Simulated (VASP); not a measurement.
Runs of VASP 6.6.1 on Sn. The structure is that of space group P6/mmm (No. 191), or close to it. The cells are those of the table. This isn't the form of Sn at room conditions, which is tetragonal (white tin).

| task | cell | k mesh | cutoff (eV) | gap on the mesh (eV) | pressure (GPa) | relaxed volume (Å³/atom) |
| --- | --- | --- | --- | --- | --- | --- |
| single point | a = 5.446, b = 5.446, c = 3.154 Å, angles 90.0, 90.0, 120.0°, 3 atoms | 6 × 6 × 6 | 520 | none | 0.2 | - |
| single point | a = 5.821, b = 5.821, c = 2.885 Å, angles 90.0, 90.0, 120.0°, 3 atoms | 3 × 3 × 4 | 520 | none | -0.1 | - |
| single point | a = 5.470, b = 5.470, c = 3.182 Å, angles 90.0, 90.0, 120.0°, 3 atoms | 3 × 3 × 6 | 520 | none | -0.2 | - |
| relaxation of cell and atoms | relaxed from a = 5.821, b = 5.821, c = 2.885 Å, angles 90.0, 90.0, 120.0°, 3 atoms | 3 × 3 × 6 | 600 | none | 0.0 | (b) |
| single point | a = 6.151, b = 6.151, c = 3.771 Å, angles 90.0, 90.0, 120.0°, 3 atoms | 3 × 3 × 6 | 520 | none | -8.1 | - |
| relaxation of cell and atoms | relaxed from a = 6.151, b = 6.151, c = 3.771 Å, angles 90.0, 90.0, 120.0°, 3 atoms | 3 × 3 × 4 | 600 | none | 0.0 | (a) |

Alike in all rows: level r2SCAN; potentials or basis VASP PAW PBE potentials, release 64 (Sn_d); no spin polarisation; smearing gaussian 0.1 eV.

Problem. Estimate the missing entries.

Solution. (a) 28.23; (b) 27.42.

Caveats: some runs use coarse meshes; the PAW data sets were made with another functional, which shifts forces and pressure a little; spin-orbit coupling is left out, which moves the levels of the heavy elements; the volume moved by over 15 % at a fixed basis, so the end points are rough (at least some runs).

A k mesh can miss the band edges, and the runs leave out spin-orbit coupling on Sn.

A gap of «none» marks levels without a gap at the run's occupations.
